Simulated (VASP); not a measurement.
# Mg2Si (Fm-3m) in VASP: notebook, part 2 of 2

VASP 6.6.1. The steps go on from the part before.

## Step 4: Elastic constants, r2SCAN

This run uses another cell than the first one, of 19.96 Å³/atom.

Contents of INCAR:

```
PREC     = Accurate       # precision mode
ENCUT    = 660            # plane-wave cutoff, eV
EDIFF    = 1E-8           # SCF threshold, eV
ISMEAR   = 0              # smearing method
SIGMA    = 0.01           # smearing width, eV
LREAL    = False          # projectors in reciprocal space
LASPH    = True           # aspherical terms in the spheres
NELM     = 120            # most SCF steps
ALGO     = Normal         # electronic algorithm
ISIF     = 3              # what is computed and relaxed
LWAVE    = False          # write WAVECAR
LCHARG   = False          # write CHGCAR
METAGGA  = R2SCAN         # meta-GGA
LMIXTAU  = True         
IBRION   = 6              # ionic algorithm
NFREE    = 2            
POTIM    = 0.015          # step
NSW      = 1              # ionic steps
GGA_COMPAT= False
```

Contents of KPOINTS:

```
Automatic mesh
0
Gamma
  6 6 6
```

Contents of POSCAR:

```
Mg2Si
1.0
    0.0000000000      3.1053585480      3.1053585480
    3.1053585480      0.0000000000      3.1053585480
    3.1053585480      3.1053585480      0.0000000000
Mg Si
2 1
Direct
    0.2500000000      0.2500000000      0.2500000000
    0.7500000000      0.7500000000      0.7500000000
    0.0000000000      0.0000000000      0.0000000000
```

Potentials or basis: VASP PAW PBE potentials, release 64 (Mg, Si).

Launch:

```sh
$ cat potpaw_PBE.64/Mg/POTCAR potpaw_PBE.64/Si/POTCAR > POTCAR
$ mpirun -np 1 vasp_std > vasp.out
```

OUTCAR:

```text
PREC = Accurate
   ENCUT = 660
   EDIFF = 1E-8
   ISMEAR = 0
   LREAL = False
   LASPH = True
   NELM = 120
   ISIF = 3
   METAGGA = R2SCAN
   IBRION = 6
   NFREE = 2
   POTIM = 0.015
   NSW = 1

 ion  position               nearest neighbor table
   1  0.250  0.250  0.250-   3 2.69   3 2.69   3 2.69   3 2.69   2 3.11   2 3.11   2 3.11   2 3.11
                             2 3.11   2 3.11
[... 719 lines left out ...]
      0.000000  0.000000  0.000000    -0.448201    0.583239    0.305415
[... 43 lines left out ...]
   9 f/i=    0.005119 THz     0.032164 2PiTHz    0.170756 cm-1     0.021171 meV
             X         Y         Z           dx          dy          dz
      1.552679  1.552679  1.552679     0.026526   -0.399931   -0.395622
      4.658038  4.658038  4.658038     0.026526   -0.399931   -0.395622
      0.000000  0.000000  0.000000     0.028482   -0.429425   -0.424797

--------------------------------------------------------------------------------------------------------

 ELASTIC MODULI CONTR FROM IONIC RELAXATION (kBar)
 Direction    XX          YY          ZZ          XY          YZ          ZX
 --------------------------------------------------------------------------------
 XX          -0.0000     -0.0000     -0.0000     -0.0000      0.0000     -0.0000
 YY          -0.0000     -0.0000     -0.0000     -0.0000      0.0000     -0.0000
 ZZ          -0.0000     -0.0000     -0.0000      0.0000      0.0000     -0.0000
 XY          -0.0000     -0.0000      0.0000    -44.3767     -0.0000     -0.0000
 YZ           0.0000      0.0000      0.0000     -0.0000    -44.3767      0.0000
 ZX          -0.0000     -0.0000     -0.0000     -0.0000      0.0000    -44.3767
 --------------------------------------------------------------------------------

 TOTAL ELASTIC MODULI (kBar)
 Direction    XX          YY          ZZ          XY          YZ          ZX
 --------------------------------------------------------------------------------
 XX        1449.8028    321.9125    321.9125      0.0000     -0.0000     -0.0000
 YY         321.9125   1449.8028    321.9125      0.0000     -0.0000     -0.0000
 ZZ         321.9125    321.9125   1449.8028      0.0000      0.0000     -0.0000
 XY           0.0000      0.0000      0.0000    580.2016     -0.0000     -0.0000
 YZ          -0.0000     -0.0000      0.0000     -0.0000    580.2016      0.0000
 ZX          -0.0000     -0.0000     -0.0000     -0.0000      0.0000    580.2016
 --------------------------------------------------------------------------------
```

stdout:

```text
POSCAR found type information on POSCAR MgSi
 POSCAR found :  2 types and       3 ions
 scaLAPACK will be used
 -----------------------------------------------------------------------------
|                                                                             |
|                                                                             |
|     You enforced a specific xc type in the INCAR file but a different       |
|     I HOPE YOU KNOW WHAT YOU ARE DOING!                                     |
|                                                                             |
[... 33 lines left out ...]
 Finite differences progress:
 bond charge predicted
 Finite differences progress:
 bond charge predicted
 Finite differences progress:
 bond charge predicted
 Finite differences progress:
 bond charge predicted
 Finite differences progress:
 bond charge predicted
 Finite differences progress:
```

Run time: 22 min. Hardware: 1 thread of Intel Xeon 6975P-C (Granite Rapids), shared host; peak memory 0.32 GiB.

What came out:

```
Elastic constants C11, C12, C44 : 145, 32, 58 GPa
Voigt bulk modulus              : 70 GPa
Highest phonon frequency at Γ   : 316 cm⁻¹
```

Phonon frequencies in cm⁻¹ (negative: imaginary):
```csv
q point,frequencies
"(0.000, 0.000, 0.000)",0 0 0 285 285 285 316 316 316
```

Elastic tensor in Voigt notation (GPa, in the Cartesian axes of the cell as first typed):
```
145  32  32   0   0   0
 32 145  32   0   0   0
 32  32 145   0   0   0
  0   0   0  58   0   0
  0   0   0   0  58   0
  0   0   0   0   0  58
```

Clamped-ion elastic tensor (GPa):
```
145  32  32   0   0   0
 32 145  32   0   0   0
 32  32 145   0   0   0
  0   0   0  62   0   0
  0   0   0   0  62   0
  0   0   0   0   0  62
```

Caveat: the cell is under stress, which shifts elastic constants; the PAW data sets were made with another functional, which shifts forces and pressure a little.

## Step 5: Elastic constants, r2SCAN

This run uses another cell than the first one, of 18.59 Å³/atom.

Contents of INCAR:

```
PREC     = Accurate       # precision mode
ENCUT    = 660            # plane-wave cutoff, eV
EDIFF    = 1E-8           # SCF threshold, eV
ISMEAR   = 0              # smearing method
SIGMA    = 0.01           # smearing width, eV
LREAL    = F              # projectors in reciprocal space
LASPH    = T              # aspherical terms in the spheres
NELM     = 120            # most SCF steps
ALGO     = Normal         # electronic algorithm
ISIF     = 3              # what is computed and relaxed
LWAVE    = F              # write WAVECAR
LCHARG   = T              # write CHGCAR
METAGGA  = R2SCAN         # meta-GGA
LMIXTAU  = T            
NBANDS   = 11             # bands
IBRION   = 6              # ionic algorithm
NFREE    = 2            
POTIM    = 0.015          # step
NSW      = 1              # ionic steps
GGA_COMPAT= F
```

KPOINTS is that of step 4.

Contents of POSCAR:

```
Mg2Si
1.0
    0.0000000000      3.0322377451      3.0322377451
    3.0322377451      0.0000000000      3.0322377451
    3.0322377451      3.0322377451      0.0000000000
Mg Si
2 1
Direct
    0.2500000000      0.2500000000      0.2500000000
    0.7500000000      0.7500000000      0.7500000000
    0.0000000000      0.0000000000      0.0000000000
```

Launch:

```sh
$ cat potpaw_PBE.64/Mg/POTCAR potpaw_PBE.64/Si/POTCAR > POTCAR
$ mpirun -np 1 vasp_std > vasp.out
```

Wall time 52 min (1 thread of Oxide Virtual Turin-like, shared host); peak memory 0.27 GiB.

Results (log left out):

```yaml
Elastic_constants_C11_C12_C44: 167, 45, 67 GPa
Voigt_bulk_modulus: 86 GPa
Highest_phonon_frequency_at_Γ: 355 cm⁻¹
```

Phonon frequencies in cm⁻¹ (negative: imaginary):
| q point | frequencies |
| --- | --- |
| (0.000, 0.000, 0.000) | 0 0 0 311 311 311 355 355 355 |

Elastic tensor in Voigt notation (GPa, in the Cartesian axes of the cell as first typed):
```
167  45  45   0   0   0
 45 167  45   0   0   0
 45  45 167   0   0   0
  0   0   0  67   0   0
  0   0   0   0  67   0
  0   0   0   0   0  67
```

Clamped-ion elastic tensor (GPa):
```
167  45  45   0   0   0
 45 167  45   0   0   0
 45  45 167   0   0   0
  0   0   0  77   0   0
  0   0   0   0  77   0
  0   0   0   0   0  77
```

Caveat: the cell is under stress, which shifts elastic constants; the PAW data sets were made with another functional, which shifts forces and pressure a little.
